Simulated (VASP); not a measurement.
# RbTi (CsCl type) in VASP: notebook

Runs on RbTi (CsCl type). Level: PBEsol. Tasks: single point.

Everything below comes from runs of VASP 6.6.1. Logs are shortened: lines on timing, memory, paths and dates and some standing lists are left out, and cuts for length are marked.

## (1) The cell of the first run

The structure is tetragonal, space group P4mm (No. 99). Conventional cell: a = 4.006 Å, b = 4.006 Å, c = 4.006 Å, α = 90.00°, β = 90.00°, γ = 90.00°. Within 4.5 Å of Rb (site symmetry 4mm) lie 8 Ti at 3.45 to 3.49 Å and 6 Rb at 4.01 Å. Within 4.5 Å of Ti (site symmetry 4mm) lie 8 Rb at 3.45 to 3.49 Å and 6 Ti at 4.01 Å.

## (2) Single point, PBEsol (atom 2 (Ti) moved by [0.0, 0.0, 0.03] A)

The input, INCAR:

```
PREC = Accurate
ENCUT = 520
EDIFF = 1E-7
ISMEAR = -1
SIGMA = 0.03
LREAL = F
LASPH = T
NELM = 60
ALGO = Normal
ISIF = 2
LWAVE = F
LCHARG = T
GGA = PS
LELF = T
LVHAR = T
NBANDS = 18
```

The input, KPOINTS:

```
Automatic mesh
0
Gamma
  10 10 10
```

The input, POSCAR:

```
RbTi
1.0
    4.0063785807      0.0000000000      0.0000000000
    0.0000000000      4.0063785807      0.0000000000
    0.0000000000      0.0000000000      4.0063785807
Rb Ti
1 1
Direct
    0.0000000000      0.0000000000      0.0000000000
    0.5000000000      0.5000000000      0.5074880592
```

Potentials or basis: VASP PAW PBE potentials, release 64 (Rb_sv, Ti_sv).

On the command line:

```
cat potpaw_PBE.64/Rb_sv/POTCAR potpaw_PBE.64/Ti_sv/POTCAR > POTCAR
mpirun -np 1 vasp_std > vasp.out
```

OUTCAR:

```text
PREC = Accurate
   ENCUT = 520
   EDIFF = 1E-7
   ISMEAR = -1
   LREAL = F
   LASPH = T
   NELM = 60
   ISIF = 2
   GGA = PS

 ion  position               nearest neighbor table
   1  0.000  0.000  0.000-   2 3.45   2 3.45   2 3.45   2 3.45   2 3.49   2 3.49   2 3.49   2 3.49

   2  0.500  0.500  0.507-   1 3.45   1 3.45   1 3.45   1 3.45   1 3.49   1 3.49   1 3.49   1 3.49

  LATTYP: Found a simple cubic cell.
 ALAT       =     4.0063785807

  Lattice vectors:

 A1 = (   4.0063785807,   0.0000000000,   0.0000000000)
 A2 = (   0.0000000000,   4.0063785807,   0.0000000000)
 A3 = (   0.0000000000,   0.0000000000,   4.0063785807)

Analysis of symmetry for initial positions (statically):
=====================================================================
 Subroutine PRICEL returns:
 Original cell was already a primitive cell.

 Routine SETGRP: Setting up the symmetry group for a
 simple cubic supercell.

 Subroutine GETGRP returns: Found  8 space group operations
 (whereof  8 operations were pure point group operations)
 out of a pool of 48 trial point group operations.

The static configuration has the point symmetry C_4v.

Analysis of symmetry for dynamics (positions and initial velocities):
=====================================================================
 Subroutine PRICEL returns:
 Original cell was already a primitive cell.

 Routine SETGRP: Setting up the symmetry group for a
 simple cubic supercell.

 Subroutine GETGRP returns: Found  8 space group operations
 (whereof  8 operations were pure point group operations)
 out of a pool of 48 trial point group operations.

The dynamic configuration has the point symmetry C_4v.

 Subroutine INISYM returns: Found  8 space group operations
 (whereof  8 operations are pure point group operations),
 and found     1 'primitive' translations

----------------------------------------------------------------------------------------

                                     Primitive cell

  volume of cell :      64.3067

  direct lattice vectors                    reciprocal lattice vectors
     4.006378581  0.000000000  0.000000000     0.249601973  0.000000000  0.000000000
     0.000000000  4.006378581  0.000000000     0.000000000  0.249601973  0.000000000
     0.000000000  0.000000000  4.006378581     0.000000000  0.000000000  0.249601973

  length of vectors
     4.006378581  4.006378581  4.006378581     0.249601973  0.249601973  0.249601973

  position of ions in fractional coordinates (direct lattice)
     0.000000000  0.000000000  0.000000000
     0.500000000  0.500000000  0.507488059

  ion indices of the primitive-cell ions
   primitive index   ion index
                 1           1
                 2           2

----------------------------------------------------------------------------------------

 KPOINTS: Automatic mesh

Automatic generation of k-mesh.
 Grid dimensions read from file:
 generate k-points for:   10   10   10

 Generating k-lattice:

  Cartesian coordinates                     Fractional coordinates (reciprocal lattice)
     0.024960197  0.000000000  0.000000000     0.100000000  0.000000000  0.000000000
     0.000000000  0.024960197  0.000000000     0.000000000  0.100000000  0.000000000
     0.000000000  0.000000000  0.024960197     0.000000000  0.000000000  0.100000000

  Length of vectors
     0.024960197  0.024960197  0.024960197

  Shift w.r.t. Gamma in fractional coordinates (k-lattice)
     0.000000000  0.000000000  0.000000000

 Subroutine IBZKPT returns following result:
 ===========================================

 Found    126 irreducible k-points:

 Following reciprocal coordinates:
            Coordinates               Weight
  0.000000  0.000000  0.000000      1.000000
  0.100000  0.000000  0.000000      4.000000
  0.000000  0.000000  0.100000      2.000000
  0.200000  0.000000  0.000000      4.000000
  0.000000  0.000000  0.200000      2.000000
  0.300000  0.000000  0.000000      4.000000
[... 16 lines left out ...]
  0.500000  0.100000  0.000000      4.000000
  0.000000  0.500000  0.100000      4.000000
 [... further k-points ...]
   k-points           NKPTS =    126   k-points in BZ     NKDIM =    126   number of bands    NBANDS=     18
   number of dos      NEDOS =    301   number of ions     NIONS =      2
   total plane-waves  NPLWV =  27000
   dimension x,y,z NGX =    30 NGY =   30 NGZ =   30
   dimension x,y,z NGXF=    60 NGYF=   60 NGZF=   60
   ions per type =               1   1
   NGX,Y,Z   is equivalent  to a cutoff of  12.45, 12.45, 12.45 a.u.
   NGXF,Y,Z  is equivalent  to a cutoff of  24.90, 24.90, 24.90 a.u.
 SYSTEM =  unknown system
   PREC   = accura    normal or accurate (medium, high low for compatibility)
   ISTART =      0    job   : 0-new  1-cont  2-samecut
   ICHARG =      2    charge: 1-file 2-atom 10-const
   ISPIN  =      1    spin polarized calculation?
   LNONCOLLINEAR =      F non collinear calculations
   LSORBIT =      F    spin-orbit coupling
   LASPH  =      T    aspherical Exc in radial PAW
   ENCUT  =  520.0 eV  38.22 Ry    6.18 a.u.   7.45  7.45  7.45*2*pi/ulx,y,z
   NELM   =     60;   NELMIN=  2; NELMDL= -5     # of ELM steps
   EDIFF  = 0.1E-06   stopping-criterion for ELM
   LREAL  =      F    real-space projection
   EDIFFG = 0.1E-05   stopping-criterion for IOM
   NSW    =      0    number of steps for IOM
   IBRION =     -1    ionic relax: 0-MD 1-quasi-New 2-CG
   NFREE  =      0    steps in history (QN), initial steepest desc. (CG)
   ISIF   =      2    stress and relaxation
   ISYM   =      2    0-nonsym 1-usesym 2-fastsym
   POTIM  = 0.5000    time-step for ionic-motion
   TEBEG  =    0.0;   TEEND  =   0.0 temperature during run
   PSTRESS=    0.0 pullay stress
   NELECT =      21.0000    total number of electrons
   NUPDOWN=      -1.0000    fix difference up-down
   EMIN   =  10.00;   EMAX   =-10.00  energy-range for DOS
   EFERMI =   0.00;   METHOD = LEGACY
   ISMEAR =    -1;   SIGMA  =   0.03  broadening in eV -4-tet -1-fermi 0-gaus
   EFERMI_NEDOS =   21; number of points for ismear=-14 and -15
   IALGO  =     38    algorithm
   IMIX   =      4    mixing-type and parameters
     AMIX     =   0.40;   BMIX     =  1.00
     AMIX_MAG =   1.60;   BMIX_MAG =  1.00
  volume/ion in A,a.u.               =      32.15       216.98
  Fermi-wavevector in a.u.,A,eV,Ry     =   1.127360  2.130401 17.292195  1.270941
  Thomas-Fermi vector in A             =   2.264046
   LORBIT       =      0    0 simple, 1 ext, 2 COOP (PROOUT), +10 PAW based schemes
   GGA     = PS    functional components
   LHFCALC =     F    Hartree Fock is set to
   AEXX    =    0.0000 exact exchange contribution
   IVDW    =     0    specifies the selected vdW correction
   LEPSILON=     F    determine dielectric tensor
   LRPA    =     F    only Hartree local field effects (RPA)
 non-spin polarized calculation
  energy-cutoff  :      520.00
  volume of cell :       64.31
 maximum number of plane-waves:      1763
 NGX is ok and might be reduce to    30
   NGX = 15   NGY = 15   NGZ = 15

 number of electron      20.9999999 magnetization

 Free energy of the ion-electron system (eV)
  ---------------------------------------------------
  ext. energy  EPLUGINS =         0.00000000
  ---------------------------------------------------
  free energy    TOTEN  =        -5.51531647 eV

  energy without entropy =       -5.50708863  energy(sigma->0) =       -5.51120255

 E-fermi :   2.9744     XC(G=0):  -8.9109

 val. band max:        2.9741018865   @ k =   0.5000   0.3000   0.3000
 cond. band min:       2.9782880660   @ k =   0.4000   0.4000   0.5000
 fundamental gap:      0.0041861796
 Fermi energy:         2.9744178576

 k-point     1 :       0.0000    0.0000    0.0000
  band No.  band energies     occupation
      1     -54.4589      2.00000
      2     -30.8002      2.00000
      3     -30.8002      2.00000
      4     -30.8001      2.00000
      5     -24.2653      2.00000
      6      -8.2827      2.00000
[... 10 lines left out ...]
     17       9.2199      0.00000
     18       9.2248      0.00000

 k-point     2 :       0.1000    0.0000    0.0000
  band No.  band energies     occupation
      1     -54.4589      2.00000
      2     -30.8014      2.00000
      3     -30.8001      2.00000
      4     -30.8000      2.00000
      5     -24.2620      2.00000
      6      -8.3438      2.00000
[... 10 lines left out ...]
     17       8.9211      0.00000
     18       8.9259      0.00000

 k-point     3 :       0.0000    0.0000    0.1000
  band No.  band energies     occupation
      1     -54.4589      2.00000
      2     -30.8012      2.00000
      3     -30.8001      2.00000
      4     -30.8001      2.00000
      5     -24.2620      2.00000
      6      -8.3435      2.00000
[... 10 lines left out ...]
     17       8.9211      0.00000
     18       8.9213      0.00000

 k-point     4 :       0.2000    0.0000    0.0000
  band No.  band energies     occupation
      1     -54.4588      2.00000
      2     -30.8043      2.00000
      3     -30.7999      2.00000
      4     -30.7998      2.00000
      5     -24.2535      2.00000
      6      -8.4974      2.00000
[... 10 lines left out ...]
     17       8.3401      0.00000
     18       8.3449      0.00000

 k-point     5 :       0.0000    0.0000    0.2000
  band No.  band energies     occupation
      1     -54.4588      2.00000
      2     -30.8041      2.00000
      3     -30.7999      2.00000
      4     -30.7999      2.00000
      5     -24.2535      2.00000
      6      -8.4971      2.00000
[... 10 lines left out ...]
     17       8.3403      0.00000
     18       8.3403      0.00000

 k-point     6 :       0.3000    0.0000    0.0000
  band No.  band energies     occupation
      1     -54.4586      2.00000
      2     -30.8079      2.00000
      3     -30.7996      2.00000
      4     -30.7995      2.00000
      5     -24.2429      2.00000
      6      -8.6762      2.00000
[... 10 lines left out ...]
     17       7.8024      0.00000
     18       7.8066      0.00000

 k-point     7 :       0.0000    0.0000    0.3000
  band No.  band energies     occupation
      1     -54.4586      2.00000
      2     -30.8077      2.00000
      3     -30.7996      2.00000
      4     -30.7996      2.00000
      5     -24.2429      2.00000
      6      -8.6758      2.00000
[... 10 lines left out ...]
     17       7.8027      0.00000
     18       7.8027      0.00000

 k-point     8 :       0.4000    0.0000    0.0000
  band No.  band energies     occupation
      1     -54.4585      2.00000
      2     -30.8108      2.00000
      3     -30.7994      2.00000
      4     -30.7992      2.00000
      5     -24.2343      2.00000
      6      -8.8131      2.00000
[... 10 lines left out ...]
     17       7.4417      0.00000
     18       7.4445      0.00000
[... 229 lines left out ...]
     17       7.5452      0.00000
     18       7.8981      0.00000

 k-point    20 :       0.4000    0.1000    0.0000
  band No.  band energies     occupation
      1     -54.4584      2.00000
      2     -30.8107      2.00000
      3     -30.8005      2.00000
      4     -30.7991      2.00000
      5     -24.2316      2.00000
      6      -8.8012      2.00000
[... 10 lines left out ...]
     17       7.2606      0.00000
     18       7.6024      0.00000

 k-point    21 :       0.0000    0.4000    0.1000
  band No.  band energies     occupation
      1     -54.4584      2.00000
      2     -30.8107      2.00000
      3     -30.8003      2.00000
      4     -30.7993      2.00000
      5     -24.2316      2.00000
      6      -8.8012      2.00000
[... 10 lines left out ...]
     17       7.2639      0.00000
     18       7.5993      0.00000

 k-point    22 :       0.1000    0.0000    0.4000
  band No.  band energies     occupation
      1     -54.4584      2.00000
      2     -30.8105      2.00000
      3     -30.8005      2.00000
      4     -30.7993      2.00000
      5     -24.2316      2.00000
      6      -8.8009      2.00000
[... 10 lines left out ...]
     17       7.2614      0.00000
     18       7.5995      0.00000

 k-point    23 :       0.5000    0.1000    0.0000
  band No.  band energies     occupation
      1     -54.4584      2.00000
      2     -30.8118      2.00000
      3     -30.8004      2.00000
      4     -30.7991      2.00000
      5     -24.2284      2.00000
      6      -8.8511      2.00000
[... 10 lines left out ...]
     17       7.1502      0.00000
     18       7.4977      0.00000

 k-point    24 :       0.0000    0.5000    0.1000
  band No.  band energies     occupation
      1     -54.4584      2.00000
      2     -30.8118      2.00000
      3     -30.8002      2.00000
      4     -30.7992      2.00000
      5     -24.2284      2.00000
      6      -8.8511      2.00000
[... 10 lines left out ...]
     17       7.1533      0.00000
     18       7.4945      0.00000

 [... further k-points ...]

------------------------ aborting loop because EDIFF is reached ----------------------------------------

  FORCE on cell =-STRESS in cart. coord.  units (eV):
  Direction    XX          YY          ZZ          XY          YZ          ZX
  --------------------------------------------------------------------------------------
  -------------------------------------------------------------------------------------
  Total        0.0338132      0.0338132      0.0288520      0.0000000      0.0000000      0.0000000
  in kB        0.8424425      0.8424425      0.7188377      0.0000000      0.0000000      0.0000000
  external PRESSURE =       0.8012409 kB  Pullay stress =       0.0000000 kB

 VOLUME and BASIS-vectors are now :
 -----------------------------------------------------------------------------
  energy-cutoff  :      520.00
  volume of cell :       64.31
      direct lattice vectors                 reciprocal lattice vectors
     4.006378581  0.000000000  0.000000000     0.249601973  0.000000000  0.000000000
     0.000000000  4.006378581  0.000000000     0.000000000  0.249601973  0.000000000
     0.000000000  0.000000000  4.006378581     0.000000000  0.000000000  0.249601973

 POSITION                                       TOTAL-FORCE (eV/Angst)
 -----------------------------------------------------------------------------------
      0.00000      0.00000      0.00000         0.000000      0.000000      0.056142
      2.00319      2.00319      2.03319        -0.000000     -0.000000     -0.056142
 -----------------------------------------------------------------------------------
    total drift:                                0.000000      0.000000      0.000055

  FREE ENERGIE OF THE ION-ELECTRON SYSTEM (eV)
  ---------------------------------------------------
  free  energy   TOTEN  =        -5.5153164678 eV

  energy  without entropy=       -5.5070886267  energy(sigma->0) =       -5.51120255
```

Wall time 2.2 min (1 thread of Intel Xeon Platinum 8259CL at 2.50GHz (Skylake/Cascade Lake), shared host); peak memory 0.28 GiB.

Results:

- Free energy: -5.5153 eV
- Pressure: 0.1 GPa
- Largest force: 0.056 eV/Å
- Band gap on the k mesh: zero (an odd number of electrons rules out a gap without spin polarisation)

Forces in eV/Å, atoms in the order of the input:
```
Rb   0.000  0.000  0.056
Ti   0.000  0.000 -0.056
```

Levels at points of the mesh, in eV from the Fermi level:
```tsv
k point	band 9	band 10	band 11	band 12	band 13	band 14
(0.00, 0.00, 0.00)	-3.65	-0.79	-0.79	0.62	0.62	0.62
(0.50, 0.00, 0.00)	-1.11	-0.78	-0.31	0.48	0.49	0.73
(0.00, 0.00, 0.50)	-1.11	-0.78	-0.31	0.49	0.49	0.73
(0.50, 0.50, 0.00)	-1.49	-0.68	0.15	0.15	1.03	1.40
(0.00, 0.50, 0.50)	-1.49	-0.68	0.15	0.15	1.03	1.40
(0.50, 0.50, 0.50)	0.17	0.17	0.17	0.72	0.72	0.72
```

Caveat: the cell differs from its parent crystal (atom 2 (Ti) moved by [0.0, 0.0, 0.03] A); the PAW data sets were made with another functional, which shifts forces and pressure a little.

## (3) Single point, PBEsol (xy shear strain of +1 %)

The input, INCAR:

```
SYSTEM = RbTi
  PREC = Accurate
  ENCUT = 520
  EDIFF = 1E-7
  ISMEAR = -1
  SIGMA = 0.03
  LREAL = .FALSE.
  LASPH = .TRUE.
  NELM = 60
  ALGO = Normal
  ISIF = 2
  LWAVE = .FALSE.
  LCHARG = .FALSE.
  GGA = PS
  NBANDS = 18
```

The input, KPOINTS:

```
Automatic mesh
0
G
  10 10 10
  0 0 0
```

The input, POSCAR:

```
RbTi
1.0
    4.0063785807      0.0200318929      0.0000000000
    0.0200318929      4.0063785807      0.0000000000
    0.0000000000      0.0000000000      4.0063785807
Rb Ti
1 1
Direct
    0.0000000000      0.0000000000      0.0000000000
    0.5000000000      0.5000000000      0.5000000000
```

Potentials or basis: VASP PAW PBE potentials, release 64 (Rb_sv, Ti_sv).

On the command line:

```
cat potpaw_PBE.64/Rb_sv/POTCAR potpaw_PBE.64/Ti_sv/POTCAR > POTCAR
mpirun -np 1 vasp_std > vasp.out
```

Run time: 3.2 min. Hardware: 1 thread of Intel Xeon Platinum 8259CL at 2.50GHz (Skylake/Cascade Lake), shared host; peak memory 0.33 GiB.

Results (log left out):

```yaml
Free_energy: -5.5157 eV
Pressure: 0.1 GPa
Band_gap_on_the_k_mesh: zero (an odd number of electrons rules out a gap without spin polarisation)
```

Stress tensor (GPa, compression positive):
```
 0.08 -0.22  0.00
-0.22  0.08  0.00
 0.00  0.00  0.08
```

Levels at points of the mesh, in eV from the Fermi level:
```csv
k point,band 9,band 10,band 11,band 12,band 13,band 14
"(0.00, 0.00, 0.00)",-3.65,-0.79,-0.79,0.61,0.62,0.64
"(0.50, 0.00, 0.00)",-1.11,-0.78,-0.31,0.49,0.49,0.73
"(0.50, 0.50, 0.00)",-1.49,-0.68,0.14,0.15,1.03,1.40
"(0.00, 0.00, 0.50)",-1.11,-0.78,-0.31,0.48,0.49,0.73
"(0.50, 0.00, 0.50)",-1.49,-0.68,0.15,0.15,1.03,1.40
"(0.50, 0.50, 0.50)",0.16,0.17,0.18,0.69,0.72,0.75
```

Caveat: the cell differs from its parent crystal (xy shear strain of +1 %); the PAW data sets were made with another functional, which shifts forces and pressure a little.

## (4) Single point, PBEsol (30.87 Å³/atom)

This run uses another cell than the first one, of 30.87 Å³/atom.

The input, INCAR:

```
SYSTEM = RbTi
PREC     = Accurate       ! precision mode
ENCUT    = 520            ! plane-wave cutoff, eV
EDIFF    = 1E-6           ! SCF threshold, eV
ISMEAR   = -1             ! smearing method
SIGMA    = 0.03           ! smearing width, eV
LREAL    = .False.        ! projectors in reciprocal space
LASPH    = .True.         ! aspherical terms in the spheres
NELM     = 60             ! most SCF steps
ALGO     = Normal         ! electronic algorithm
ISIF     = 2              ! what is computed and relaxed
LWAVE    = .False.        ! write WAVECAR
LCHARG   = .True.         ! write CHGCAR
GGA      = PS             ! functional
LELF     = .True.         ! ELF
LVHAR    = .True.       
NBANDS   = 18             ! bands
```

The input, KPOINTS:

```
regular mesh
0
Gamma
  10 10 10
  0 0 0
```

The input, POSCAR:

```
RbTi
1.0
    3.9522316920      0.0000000000      0.0000000000
    0.0000000000      3.9522316920      0.0000000000
    0.0000000000      0.0000000000      3.9522316920
Rb Ti
1 1
Direct
    0.0000000000      0.0000000000      0.0000000000
    0.5000000000      0.5000000000      0.5000000000
```

On the command line:

```
cat potpaw_PBE.64/Rb_sv/POTCAR potpaw_PBE.64/Ti_sv/POTCAR > POTCAR
mpirun -np 1 vasp_std > vasp.out
```

Wall time 27 s (1 thread of Intel Xeon Platinum 8559C (Emerald Rapids), shared host); peak memory 0.2 GiB.

Results (log left out):

* Free energy: -5.5091 eV
* Pressure: 0.8 GPa
* Band gap on the k mesh: zero (an odd number of electrons rules out a gap without spin polarisation)

Levels at points of the mesh, in eV from the Fermi level:
```csv
k point,band 8,band 9,band 10,band 11,band 12,band 13,band 14,band 15
"(0.00, 0.00, 0.00)",-11.25,-3.69,-0.85,-0.85,0.66,0.66,0.66,4.35
"(0.50, 0.00, 0.00)",-11.21,-1.03,-0.78,-0.33,0.53,0.53,0.78,1.40
"(0.50, 0.50, 0.00)",-11.14,-1.55,-0.71,0.15,0.15,1.10,1.49,2.09
"(0.50, 0.50, 0.50)",-11.68,0.21,0.21,0.21,0.70,0.70,0.70,1.13
```

Caveat: the PAW data sets were made with another functional, which shifts forces and pressure a little.

(Continued in part 2 of 2.)
